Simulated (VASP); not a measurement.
Runs of VASP 6.6.1 on Sr2MgTe3. The structure is that of space group I4/mmm (No. 139), or close to it. The cells are those of the table. 

```tsv
cell	gap on the mesh (eV)	pressure (GPa)	largest force (eV/Å)
a = 10.281 Å, angles 153.7, 153.7, 37.6°, 6 atoms	(a)	-0.9	0.04
a = 10.181 Å, angles 153.7, 153.7, 37.6°, 6 atoms	1.39	0.1	0.01
a = 10.078 Å, angles 153.7, 153.7, 37.6°, 6 atoms	1.48	(b)	0.06
a = 9.973 Å, angles 153.7, 153.7, 37.6°, 6 atoms	1.52	2.6	0.11
a = 10.380 Å, angles 153.7, 153.7, 37.6°, 6 atoms	1.22	-1.8	0.08
```

Alike in all rows: task single point; level PBE; potentials or basis VASP PAW PBE potentials, release 64 (Mg, Te, Sr_sv); no spin polarisation; k mesh 6 × 6 × 6; cutoff (eV) 520; smearing gaussian 0.01 eV.

**Question.** Estimate the missing entries.

**Answer.** (a) 1.30; (b) 1.2.

Caveats: spin-orbit coupling is left out, which moves the levels of the heavy elements.

A k mesh can miss the band edges, and the runs leave out spin-orbit coupling on Sr, Te.
